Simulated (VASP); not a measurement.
Set up this calculation in VASP 6.6.1, as the native input.

| Item | Value |
| --- | --- |
| Task | single point |
| Functional | PBE |
| Potentials or basis | VASP PAW PBE potentials, release 64 (Ta_pv, H) |
| Cutoff | 500 eV |
| k mesh | 4 × 4 × 3 |
| Occupations | gaussian, width 0.2 eV |
| Spin | no spin polarisation |
| Dipole correction | no |
| Further INCAR settings | ALGO = Normal; EDIFF = 1e-06; NBANDS = 32 |

The structure of Ta4H3 lies in POSCAR:

```
Ta4H3
1.0
    5.2498207934     -0.0000000036      0.0000000000
   -2.6249103936      4.5464781742      0.0000000000
    0.0000000000      0.0000000000      4.9117508136
Ta H
4 3
Direct
    0.5000000000      0.0000000000      0.0000000000
    0.0000000000      0.5000000000      0.0000000000
    0.5000000000      0.5000000000      0.0000000000
    0.0000000000      0.0000000000      0.5000000000
    0.0000000000      0.0000000000      0.1693692612
    0.0000000000      0.0000000000      0.8306307388
    0.0000000000      0.0000000000      0.0000000000
```

The cell was generated, and may not be a known phase.

The input as run:

INCAR

```
PREC = Accurate
ENCUT = 500
EDIFF = 1E-6
ISMEAR = 0
SIGMA = 0.2
LREAL = False
LASPH = True
NELM = 120
ALGO = Normal
ISIF = 2
LWAVE = False
LCHARG = False
GGA = PE
NBANDS = 32
GGA_COMPAT = False
```

KPOINTS

```
Automatic mesh
0
Gamma
  4 4 3
```

Potentials or basis: VASP PAW PBE potentials, release 64 (Ta_pv, H).

Command:

```console
$ cat potpaw_PBE.64/Ta_pv/POTCAR potpaw_PBE.64/H/POTCAR > POTCAR
$ mpirun -np 1 vasp_std > vasp.out
```

It gave:

* Pressure: 0.2 GPa
* Largest force: 0.026 eV/Å
* Band gap on the k mesh: zero (an odd number of electrons rules out a gap without spin polarisation)

Caveat: the k points lie up to 0.43 Å⁻¹ apart, too coarse for converged energies and pressures of a metal; spin-orbit coupling is left out, which moves the levels of the heavy elements; an odd number of electrons without spin polarisation forces a metal; a magnetic or distorted state may lie lower.

Wall time 63 s on 1 thread of Intel Xeon 8259CL (shared host), peak memory 0.24 GiB.
